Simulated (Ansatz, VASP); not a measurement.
# TaN: VASP beside Ansatz

```
Ta N
1.0
     0.00000    2.17900    2.17900
     2.17900    0.00000    2.17900
     2.17900    2.17900    0.00000
Ta N
1 1
Direct
  0.50000 0.50000 0.50000
  0.98279 0.98279 0.01721
```

Change from the starting cell: all N atoms moved +0.075 Å, as atom 2 towards its neighbour atom 1 (Ta) at 2.179 Å.

Alike in both runs: task single point; functional r2SCAN; k mesh 18 × 18 × 18; occupations gaussian, width 0.15 eV; no spin polarisation.

|  | VASP | Ansatz |
| --- | --- | --- |
| version | VASP 6.6.1 | Ansatz 0.2.0 |
| potentials or method | VASP PAW PBE potentials, release 64 (Ta_pv, N), cutoff 520 eV | scalar-relativistic, plane waves, PAW |
| valence electrons in the cell | 16 | 18 |

```csv
,VASP,Ansatz,Ansatz less VASP
gap on the k mesh at the Fermi level (eV),none,none,-
pressure (GPa),12.9,10.8,-2.15
"traceless stress, the component that is largest in VASP (GPa)",2.05,1.99,-0.061
rms of the force components (eV/Å),0.386,0.397,+0.0107
```

VASP's potentials were made for PBE, not for r2SCAN. Atom by atom the forces differ by 0.011 eV/Å (rms over components). A gap of «none» marks a metal or a gap that the smearing closes. With one functional, cell and mesh, what is left measures potentials, basis and numerics. VASP's potentials hold 16 valence electrons a cell and Ansatz's 18, so a difference there can come from the potentials and not from the codes.

Neither program's run includes spin-orbit coupling.
